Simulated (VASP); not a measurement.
Crystal: ZrC.

```
Zr C
1.0
     0.00000    2.35256    2.35256
     2.35256    0.00000    2.35256
     2.35256    2.35256    0.00000
Zr C
1 1
Direct
  0.50000 0.50000 0.50000
  0.00000 0.00000 0.00000
```

Base run:

```yaml
Program: VASP 6.6.1
Functional: PBE
Potentials_or_basis: VASP PAW PBE potentials, release 64 (Zr_sv, C)
Cutoff: 600 eV
k_mesh: 8 × 8 × 8
Occupations: gaussian, width 0.05 eV
Spin: no spin polarisation
```

Its results: band gap on the k mesh zero (bands 8 and 9 overlap by 1.31 eV); pressure 0.7 GPa.

The run is repeated on the same cell with these changes: functional from PBE to r2SCAN; cutoff from 600 eV to 660 eV; k mesh from 8 × 8 × 8 to 12 × 12 × 12. What comes out?

Band gap on the k mesh zero (bands 8 and 9 overlap by 1.33 eV); pressure 1.1 GPa.

Several settings changed at once.

Caveats: the PAW data sets were made with another functional, which shifts forces and pressure a little (at least some runs).
